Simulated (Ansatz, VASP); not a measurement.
# Two plane-wave programs on Pt

```
Pt
1.0
     0.00000    1.94683    2.08311
     1.73268    0.00000    2.08311
     1.73268    1.94683    0.00000
Pt
1
Direct
  0.00000 0.00000 0.00000
```

Change from the starting cell: normal strain along x -0.1100, normal strain along z +0.0700.

Alike in both runs: task single point; functional LDA; k mesh 20 × 20 × 20; occupations gaussian, width 0.15 eV; no spin polarisation.

|  | VASP | Ansatz |
| --- | --- | --- |
| version | VASP 6.6.1 | Ansatz 0.2.0 |
| potentials or method | VASP PAW LDA potentials, release 64 (Pt), cutoff 520 eV | scalar-relativistic, plane waves, PAW |
| valence electrons in the cell | 10 | 18 |

|  | VASP | Ansatz | Ansatz less VASP |
| --- | --- | --- | --- |
| gap on the k mesh at the Fermi level (eV) | none | none | - |
| pressure (GPa) | 20.9 | 19.9 | -1.02 |
| traceless stress, the component that is largest in VASP (GPa) | -13.00 | -12.99 | +0.010 |

LDA's correlation is that of Perdew and Zunger in VASP and of Perdew and Wang (1992) in Ansatz. A gap of «none» marks a metal or a gap that the smearing closes. VASP's potentials hold 10 valence electrons a cell and Ansatz's 18, so a difference there can come from the potentials and not from the codes.

Spin-orbit coupling is off throughout.
